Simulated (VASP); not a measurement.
Runs of VASP 6.6.1 on ZnS. The structure is that of space group F-43m (No. 216), or close to it. The cells are those of the table. 

```tsv
cell	gap on the mesh (eV)	pressure (GPa)
a = 3.783 Å, angles 60.0°, 2 atoms	2.25	(a)
a = 3.896 Å, angles 60.0°, 2 atoms	(b)	-2.2
a = 3.859 Å, angles 60.0°, 2 atoms	1.98	(c)
a = 3.743 Å, angles 60.0°, 2 atoms	2.39	7.2
```

Alike in all rows: task single point; level PBE; potentials or basis VASP PAW PBE potentials, release 64 (Zn, S); no spin polarisation; k mesh 6 × 6 × 6; cutoff (eV) 500; smearing gaussian 0.01 eV.

Question: Fill in the values left out.

Answer: (a) 4.3; (b) 1.86; (c) -0.4.

